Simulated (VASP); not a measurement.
Wanted: the native input for a VASP 6.6.1 run.

| Quantity | Value |
| --- | --- |
| Task | single point |
| Functional | r2SCAN |
| Potentials or basis | VASP PAW PBE potentials, release 64 (Cd, S) |
| Cutoff | 520 eV |
| k mesh | 8 × 8 × 8 |
| Occupations | gaussian, width 0.05 eV |
| Spin | no spin polarisation |
| Dipole correction | no |
| Further INCAR settings | ALGO = Normal; EDIFF = 1e-06; NBANDS = 16 |

The system is CdS.

```
Cd S
1.0
     0.00000    2.72691    2.72691
     2.72691    0.00000    2.72691
     2.72691    2.72691    0.00000
Cd S
1 1
Direct
  0.99575 0.00425 0.01274
  0.51489 0.48511 0.45533
```

This cell differs from its parent crystal: mode 4 frozen in at -0.162 Å and mode 5 at -0.081 Å (largest displacements).

One way to write it, as run:

POSCAR

```
CdS
1.0
    0.0000000000      2.7269062253      2.7269062253
    2.7269062253      0.0000000000      2.7269062253
    2.7269062253      2.7269062253      0.0000000000
Cd S
1 1
Direct
   -0.0042461853      0.0042461853      0.0127385560
    0.5148886675      0.4851113325      0.4553339976
```

INCAR.step1

```
PREC = Accurate
ENCUT = 520
ISMEAR = 0
SIGMA = 0.05
LREAL = F
LASPH = T
NELM = 100
NBANDS = 16
GGA = PE
ALGO = Normal
EDIFF = 1E-4
LWAVE = T
LCHARG = F
```

INCAR.step2

```
PREC = Accurate
ENCUT = 520
EDIFF = 1E-6
ISMEAR = 0
SIGMA = 0.05
LREAL = F
LASPH = T
NELM = 100
ALGO = Normal
ISIF = 2
LWAVE = F
LCHARG = T
METAGGA = R2SCAN
LMIXTAU = T
LELF = T
LVHAR = T
NBANDS = 16
ISTART = 1
```

KPOINTS

```
Automatic mesh
0
Gamma
  8 8 8
```

Potentials or basis: VASP PAW PBE potentials, release 64 (Cd, S).

Command:

```console
$ cat potpaw_PBE.64/Cd/POTCAR potpaw_PBE.64/S/POTCAR > POTCAR
$ cp INCAR.step1 INCAR
$ mpirun -np 1 vasp_std > vasp.out
$ cp INCAR.step2 INCAR
$ mpirun -np 1 vasp_std > vasp.out
```

It gave:

```json
{
  "Pressure": "2.1 GPa",
  "Largest force": "0.553 eV/Å",
  "Band gap on the k mesh": "0.84 eV, indirect (least direct gap 2.26 eV)"
}
```

Caveat: the cell differs from its parent crystal (mode 4 frozen in at -0.162 Å and mode 5 at -0.081 Å (largest displacements)); the PAW data sets were made with another functional, which shifts forces and pressure a little.

Run time: 7.3 min on 1 thread of Intel(R) Xeon(R) Platinum 8259CL CPU @ 2.50GHz (Skylake/Cascade Lake), on a shared host, peak memory 0.24 GiB.
